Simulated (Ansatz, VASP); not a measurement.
Two plane-wave programs on CdS

INCAR

```
  ALGO = Normal
  EDIFF = 1E-7
  ENCUT = 520
  GGA = PE
  ISIF = 2
  ISMEAR = -1
  LASPH = True
  LCHARG = False
  LREAL = False
  LWAVE = False
  NBANDS = 16
  NELM = 60
  PREC = Accurate
  SIGMA = 0.02
```

Contents of KPOINTS:

```
k-points
0
Gamma
  8 8 8
```

POSCAR

```
CdS
1.0
    0.0301759390      2.9693907790      2.9693907790
    2.9693907790      0.0301759390      2.9693907790
    2.9693907790      2.9693907790      0.0301759390
Cd S
1 1
Direct
    0.0010770551      0.0010770551      0.0010770551
    0.2489229449      0.2489229449      0.2489229449
```

Input for Ansatz:

```yaml
crystal:
  lattice:
    - [0.030175939, 2.969390779, 2.969390779]
    - [2.969390779, 0.030175939, 2.969390779]
    - [2.969390779, 2.969390779, 0.030175939]
  atoms:
    - { symbol: Cd, position: [0.0010770551, 0.0010770551, 0.0010770551] }
    - { symbol: S, position: [0.2489229449, 0.2489229449, 0.2489229449] }
kpoints:
  mp_grid: { grid: [8, 8, 8] }
  band_path:
    path:
      - [0.0, 0.0, 0.0]
      - [-0.5, -0.5, 0.0]
      - [-0.375, -0.375, 0.25]
      - [-0.375, 0.0, 0.375]
      - [0.0, 0.0, 0.5]
      - [-0.5, -0.25, 0.25]
    npoints: 1
hamiltonian:
  xc: pbe
scf:
  occupations: { method: fermi_dirac, width: 0.02 }
  n_extra_bands: 4
output:
  forces: true
  stress: true
  eigenvalues: true
```

Change from the starting cell: shear_111 strain +1.5%.

Alike in both runs: task single point; functional PBE; k mesh 8 × 8 × 8; occupations fermi-dirac, width 0.02 eV; no spin polarisation.

|  | VASP | Ansatz |
| --- | --- | --- |
| version | VASP 6.6.1 | Ansatz 0.2.0 |
| potentials or method | VASP PAW PBE potentials, release 64 (Cd, S) | plane waves, PAW |
| plane-wave cutoff (eV) | 520 | 420 |
| valence electrons in the cell | 18 | 26 |

VASP gave:

| Item | Value |
| --- | --- |
| gap on the k mesh at the Fermi level (eV) | 1.04 |
| pressure (GPa) | 0.8 |
| traceless stress, the component that is largest in VASP (GPa) | -0.26 |

Q: Estimate Ansatz's values.

A: gap on the k mesh at the Fermi level (eV): 1.04; pressure (GPa): 0.5; traceless stress, the component that is largest in VASP (GPa): -0.26.

VASP's potentials hold 18 valence electrons a cell and Ansatz's 26, so a difference there can come from the potentials and not from the codes.
